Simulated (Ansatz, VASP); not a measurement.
## Two plane-wave programs on Al

File INCAR:

```
SYSTEM = Al
PREC = Accurate ; ENCUT = 520
EDIFF = 1E-6 ; ISMEAR = 0
SIGMA = 0.15 ; LREAL = .FALSE.
LASPH = .TRUE. ; NELM = 80
ALGO = Normal ; ISIF = 2
LWAVE = .FALSE. ; LCHARG = .FALSE.
GGA = PS ; IVDW = 12
NBANDS = 14
```

File KPOINTS:

```
Automatic mesh
0
G
  18 18 6
  0 0 0
```

POSCAR

```
Al
1.0
    2.7354000000      0.0000000000      0.0000000000
   -1.3677000000      2.3689258895      0.0000000000
    0.0000000000      0.0000000000      8.5302000000
Al
4
Direct
    0.0000000000      0.0000000000      0.0000000000
    0.3333333333      0.6666666667      0.2500000000
    0.0000000000      0.0000000000      0.5000000000
    0.6666666667      0.3333333333      0.7500000000
```

Input for Ansatz:

```yaml
crystal:
  lattice:
    - [2.7354, 0.0, 0.0]
    - [-1.3677, 2.3689258895, 0.0]
    - [0.0, 0.0, 8.5302]
  atoms:
    - { symbol: Al, position: [0.0, 0.0, 0.0] }
    - { symbol: Al, position: [0.3333333333, 0.6666666667, 0.25] }
    - { symbol: Al, position: [0.0, 0.0, 0.5] }
    - { symbol: Al, position: [0.6666666667, 0.3333333333, 0.75] }
basis:
  ecutwfc: 420
kpoints:
  mp_grid: { grid: [18, 18, 6] }
hamiltonian:
  xc: pbesol
  pseudopotentials: { kind: paw, azcp: { folder: soft_1 } }
  dispersion: d3bj
scf:
  occupations: { method: gaussian, width: 0.15 }
output:
  forces: true
  stress: true
  eigenvalues: true
```

Alike in both runs: task single point; functional PBEsol; dispersion D3(BJ); k mesh 18 × 18 × 6; occupations gaussian, width 0.15 eV; no spin polarisation.

|  | VASP | Ansatz |
| --- | --- | --- |
| version | VASP 6.6.1 | Ansatz 0.2.0 |
| potentials or method | VASP PAW PBE potentials, release 64 (Al), cutoff 520 eV | scalar-relativistic, plane waves, PAW |
| valence electrons in the cell | 12 | 12 |

Ansatz gave:

* gap on the k mesh at the Fermi level (eV): none
* pressure (GPa): 14.6
* traceless stress, the component that is largest in VASP (GPa): 5.16

Question: Which values does VASP return?

Answer: gap on the k mesh at the Fermi level (eV): none; pressure (GPa): 14.8; traceless stress, the component that is largest in VASP (GPa): 5.19.

VASP's potentials were made for PBE, not for PBEsol, and Ansatz warns of the same on its side. A gap of «none» marks a metal or a gap that the smearing closes.
